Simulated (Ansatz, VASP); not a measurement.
# K in VASP and in Ansatz

File INCAR:

```
SYSTEM = K
PREC     = Accurate       ! precision mode
ENCUT    = 600            ! plane-wave cutoff, eV
EDIFF    = 1E-6           ! SCF threshold, eV
ISMEAR   = 0              ! smearing method
SIGMA    = 0.1            ! smearing width, eV
LREAL    = .False.        ! projectors in reciprocal space
LASPH    = .True.         ! aspherical terms in the spheres
NELM     = 60             ! most SCF steps
ALGO     = Fast           ! electronic algorithm
ISIF     = 3              ! what is computed and relaxed
LWAVE    = .False.        ! write WAVECAR
LCHARG   = .False.        ! write CHGCAR
GGA      = PE             ! functional
IBRION   = 2              ! ionic algorithm
NSW      = 100            ! ionic steps
EDIFFG   = -0.01          ! ionic threshold
```

File KPOINTS:

```
regular mesh
0
Gamma
  14 14 14
  0 0 0
```

POSCAR

```
K
1.0
    4.3112069062      0.0000000000      0.0000000000
    0.0000000000      4.3112069062      0.0000000000
    0.0000000000      0.0000000000      4.3112069062
K
1
Direct
    0.0000000000      0.0000000000      0.0000000000
```

Input for Ansatz:

```yaml
crystal:
  lattice:
    - [4.3112069062, 0.0, 0.0]
    - [0.0, 4.3112069062, 0.0]
    - [0.0, 0.0, 4.3112069062]
  atoms:
    - { symbol: K, position: [0.0, 0.0, 0.0] }
basis:
  ecutwfc: 420
kpoints:
  mp_grid: { grid: [14, 14, 14] }
hamiltonian:
  xc: pbe
scf:
  occupations: { method: gaussian, width: 0.1 }
output:
  forces: true
  stress: true
  eigenvalues: true
relax:
  adjacent_minimum: "off"
  f_tol: 0.01
  max_steps: 80
  cell: { stress_tol: 0.05 }
```

Alike in both runs: task relaxation of cell and atoms; functional PBE; k mesh 14 × 14 × 14; occupations gaussian, width 0.1 eV; no spin polarisation.

```csv
,VASP,Ansatz
version,VASP 6.6.1,Ansatz 0.2.0
potentials or method,"VASP PAW PBE potentials, release 64 (K_sv), cutoff 600 eV","scalar-relativistic, plane waves, PAW"
valence electrons in the cell,9,9
```

```csv
,VASP,Ansatz,Ansatz less VASP
"gap on the k mesh at the Fermi level, each at its own relaxed structure (eV)",none,none,-
relaxed volume (Å³/atom),79.99,80.13,+0.140
relaxed cell length with the largest relative difference (Å),4.309,4.311,+0.0025
```

A gap of «none» marks a metal or a gap that the smearing closes.
